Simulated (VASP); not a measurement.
A run of VASP 6.6.1 is set up as follows.

INCAR

```
AGGAC = 1.0
AGGAX = 1.0
ALDAC = 0.0
ALDAX = 1.0
ALGO = Normal
EDIFF = 1E-6
ENCUT = 520
GGA = B5
ISIF = 2
ISMEAR = -1
LASPH = T
LCHARG = F
LREAL = F
LWAVE = F
NBANDS = 10
NELM = 80
PREC = Accurate
SIGMA = 0.1
```

Contents of KPOINTS:

```
k-points
0
Gamma
  17 17 12
```

The input POSCAR:

```
Al
1.0
   -3.2363782210      2.8190560800      1.3763516842
    2.8190560800     -3.2363782210      1.3763516842
    2.4869814201      2.4869814201     -2.1406779496
Al
2
Direct
    0.9885491666      0.0114508334      0.0000000000
    0.7614508334      0.2385491666      0.5000000000
```

Potentials or basis: VASP PAW PBE potentials, release 64 (Al).

Run with:

```bash
$ cat potpaw_PBE.64/Al/POTCAR > POTCAR
$ mpirun -np 1 vasp_std > vasp.out
```

Task: Predict the largest force.

Result: 0.033 eV/Å.

Task: Estimate the band gap on the k mesh.

Result: Zero (bands 3 and 4 overlap by 9.33 eV).

Stress tensor (GPa, compression positive):
```
 2.49  0.06 -0.04
 0.06  2.49 -0.04
-0.04 -0.04  2.46
```

Caveat: the PAW data sets were made with another functional, which shifts forces and pressure a little.
